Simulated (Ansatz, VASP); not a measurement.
## Rh: VASP beside Ansatz

```xyz
1
Lattice="0.0000 1.7713 1.9150 1.9150 0.0000 1.9150 1.9150 1.7713 0.0000" Properties=species:S:1:pos:R:3 pbc="T T T"
Rh    0.0000    0.0000    0.0000
```

Change from the starting cell: strain -0.0750 x Voigt [0, 1, 0, 0, 0, 0], atoms carried along.

Alike in both runs: task single point; functional PBE; k mesh 26 × 26 × 26; occupations gaussian, width 0.15 eV; no spin polarisation.

|  | VASP | Ansatz |
| --- | --- | --- |
| version | VASP 6.6.1 | Ansatz 0.2.0 |
| potentials or method | VASP PAW PBE potentials, release 64 (Rh_pv), cutoff 520 eV | scalar-relativistic, plane waves, PAW |
| valence electrons in the cell | 15 | 17 |

|  | VASP | Ansatz | Ansatz less VASP |
| --- | --- | --- | --- |
| gap on the k mesh at the Fermi level (eV) | none | none | - |
| pressure (GPa) | 25.7 | 25.6 | -0.08 |
| traceless stress, the component that is largest in VASP (GPa) | 13.39 | 13.42 | +0.028 |

A gap of «none» marks a metal or a gap that the smearing closes. With one functional, cell and mesh, what is left measures potentials, basis and numerics. VASP's potentials hold 15 valence electrons a cell and Ansatz's 17, so a difference there can come from the potentials and not from the codes.
